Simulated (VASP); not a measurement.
**GaAs: single point with PBEsol**

GaAs:

```xyz
2
Lattice="0.0000 2.5901 3.3672 2.5901 0.0000 3.3672 2.5901 2.5901 0.0000" Properties=species:S:1:pos:R:3 pbc="T T T"
Ga    0.0000    0.0000    0.0000
As    3.8852    3.8852    5.0508
```

This cell differs from its parent crystal: ratio of the length along z to the lengths across it x 1.3, volume and fractional coordinates fixed.

```json
{
  "Program": "VASP 6.6.1",
  "Task": "single point",
  "Functional": "PBEsol",
  "Potentials or basis": "VASP PAW PBE potentials, release 64 (Ga_d, As)",
  "Cutoff": "520 eV",
  "k mesh": "12 × 12 × 12",
  "Occupations": "gaussian, width 0.05 eV",
  "Spin": "no spin polarisation",
  "Dipole correction": "no",
  "Further INCAR settings": "ALGO = Normal; EDIFF = 1e-06; NBANDS = 16"
}
```

- Pressure: 0.2 GPa
- Band gap on the k mesh: zero (band 9 reaches 4.54 eV, above the bottom of band 10 at 4.03 eV)

Stress tensor (GPa, compression positive):
```
  6.94   0.00   0.00
  0.00   6.94   0.00
  0.00   0.00 -13.40
```

Levels at points of the mesh, in eV from the Fermi level:
```csv
k point,band 7,band 8,band 9,band 10,band 11,band 12
"(0.00, 0.00, 0.00)",-1.99,-0.88,0.12,0.12,3.30,3.30
"(0.50, 0.00, 0.00)",-7.14,-2.80,-0.63,-0.36,4.48,5.06
"(0.50, 0.50, 0.00)",-8.32,-1.86,-1.86,2.14,2.72,8.45
"(0.50, 0.00, 0.50)",-6.72,-3.65,-3.50,0.30,0.34,7.01
```

It took 47 s on 1 thread of Intel(R) Xeon(R) Platinum 8559C (Emerald Rapids), on a shared host, peak memory 0.26 GiB.

Caveat: the PAW data sets were made with another functional, which shifts forces and pressure a little.
